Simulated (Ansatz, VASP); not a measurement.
## Two plane-wave programs on AlRu

Contents of INCAR:

```
SYSTEM = AlRu
PREC = Accurate
ENCUT = 600
EDIFF = 1E-6
ISMEAR = 0
SIGMA = 0.1
LREAL = .FALSE.
LASPH = .TRUE.
NELM = 100
ALGO = Fast
ISIF = 3
LWAVE = .FALSE.
LCHARG = .FALSE.
GGA = PE
IBRION = 2
NSW = 80
EDIFFG = -0.005
```

File KPOINTS:

```
regular mesh
0
G
  16 16 16
  0 0 0
```

POSCAR

```
AlRu
1.0
    2.9900000000      0.0000000000      0.0000000000
    0.0000000000      2.9900000000      0.0000000000
    0.0000000000      0.0000000000      2.9900000000
Ru Al
1 1
Direct
    0.0000000000      0.0000000000      0.0000000000
    0.5000000000      0.5000000000      0.5000000000
```

Input for Ansatz:

```yaml
crystal:
  lattice:
    - [2.99, 0.0, 0.0]
    - [0.0, 2.99, 0.0]
    - [0.0, 0.0, 2.99]
  atoms:
    - { symbol: Ru, position: [0.0, 0.0, 0.0] }
    - { symbol: Al, position: [0.5, 0.5, 0.5] }
scf:
  occupations: { method: gaussian, width: 0.1 }
output:
  forces: true
  stress: true
  eigenvalues: true
hamiltonian:
  xc: pbe
kpoints:
  mp_grid: { grid: [16, 16, 16] }
relax:
  f_tol: 0.005
  max_steps: 60
  cell: { stress_tol: 0.02 }
```

Alike in both runs: task relaxation of cell and atoms; functional PBE; k mesh 16 × 16 × 16; occupations gaussian, width 0.1 eV; no spin polarisation.

|  | VASP | Ansatz |
| --- | --- | --- |
| version | VASP 6.6.1 | Ansatz 0.2.0 |
| potentials or method | VASP PAW PBE potentials, release 64 (Ru_pv, Al) | scalar-relativistic, plane waves, PAW |
| plane-wave cutoff (eV) | 600 | 420 |
| valence electrons in the cell | 17 | 19 |

```csv
,VASP,Ansatz,Ansatz less VASP
"gap on the k mesh at the Fermi level, each at its own relaxed structure (eV)",none,none,-
relaxed volume (Å³/atom),13.55,13.55,+0.007
relaxed cell length with the largest relative difference (Å),3.004,3.004,+0.0005
```

A gap of «none» marks a metal or a gap that the smearing closes. VASP's potentials hold 17 valence electrons a cell and Ansatz's 19, so a difference there can come from the potentials and not from the codes.
